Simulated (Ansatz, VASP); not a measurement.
# Mn: VASP beside Ansatz

The input INCAR:

```
  PREC = Accurate
  ENCUT = 500
  EDIFF = 1E-6
  ISMEAR = -1
  SIGMA = 0.05
  LREAL = F
  LASPH = T
  NELM = 200
  ALGO = Normal
  ISIF = 2
  LWAVE = F
  LCHARG = F
  ISPIN = 2
  MAGMOM = -0.899
  LORBIT = 11
  LMAXMIX = 4
  GGA = RE
  NBANDS = 16
  GGA_COMPAT = F
```

Contents of KPOINTS:

```
Automatic mesh
0
Gamma
  18 18 18
```

POSCAR

```
Mn
1.0
   -1.4416046610      1.4416046610      1.4416046610
    1.4416046610     -1.4416046610      1.4416046610
    1.4416046610      1.4416046610     -1.4416046610
Mn
1
Direct
    0.0000000000      0.0000000000      0.0000000000
```

Input for Ansatz:

```yaml
crystal:
  lattice:
    - [-1.441604661, 1.441604661, 1.441604661]
    - [1.441604661, -1.441604661, 1.441604661]
    - [1.441604661, 1.441604661, -1.441604661]
  atoms:
    - { symbol: Mn, position: [0.0, 0.0, 0.0], spin: -0.899 }
hamiltonian:
  xc: revpbe
  pseudopotentials:
    kind: paw
    azcp:
      Mn: "pseudopotentials/Mn.paw.azcp"
basis:
  ecutwfc: 420
  fft_grid_basis: typed
kpoints:
  mp_grid: { grid: [18, 18, 18], shift: [0, 0, 0] }
magnetization:
  spin_polarized: true
scf:
  occupations: { method: fermi_dirac, width: 0.05 }
  lower_state_search: "off"
output:
  stress: true
  write_density: true
  write_potential: true
  elf: true
  volumetric_format: npy
```

Alike in both runs: task single point; functional revPBE; k mesh 18 × 18 × 18; occupations fermi-dirac, width 0.05 eV; collinear spin.

```csv
,VASP,Ansatz
version,VASP 6.6.1,Ansatz 0.2.0
potentials or method,"VASP PAW PBE potentials, release 64 (Mn_pv), cutoff 500 eV","plane waves (420 eV) with PAW, scalar-relativistic"
valence electrons in the cell,13,15
```

VASP gave:

* pressure (GPa): -14.4
* net moment per atom (μB): 1.08
* size of the moment on the site where the two differ most (μB): 1.09

Which values does Ansatz return?

Pressure (GPa): -14.4; net moment per atom (μB): 1.07; size of the moment on the site where the two differ most (μB): 1.08.

VASP's potentials were made for PBE, not for revPBE. Site moments also hang on the region over which each program counts them. VASP's potentials hold 13 valence electrons a cell and Ansatz's 15, so a difference there can come from the potentials and not from the codes.
